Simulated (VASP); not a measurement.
Here is a VASP 6.6.1 calculation.

File INCAR:

```
PREC = Accurate
ENCUT = 520
EDIFF = 1E-6
ISMEAR = 1
SIGMA = 0.1
LREAL = False
LASPH = True
NELM = 80
ALGO = Normal
ISIF = 2
LWAVE = False
LCHARG = True
GGA = PE
LELF = True
LVHAR = True
NBANDS = 11
```

KPOINTS

```
regular mesh
0
Gamma
  9 9 9
```

Contents of POSCAR:

```
Ba
1.0
   -2.5124914082      2.5124914082      2.5124914082
    2.5124914082     -2.5124914082      2.5124914082
    2.5124914082      2.5124914082     -2.5124914082
Ba
1
Direct
    0.0000000000      0.0000000000      0.0000000000
```

Potentials or basis: VASP PAW PBE potentials, release 64 (Ba_sv).

Command:

```sh
$ cat potpaw_PBE.64/Ba_sv/POTCAR > POTCAR
$ mpirun -np 1 vasp_std > vasp.out
```

(1) Predict the pressure.

(2) Estimate the band gap on the k mesh.

Answers

(1) 0.0 GPa.

(2) zero (bands 5 and 6 overlap by 0.91 eV).

Caveat: spin-orbit coupling is left out, which moves the levels of the heavy elements.
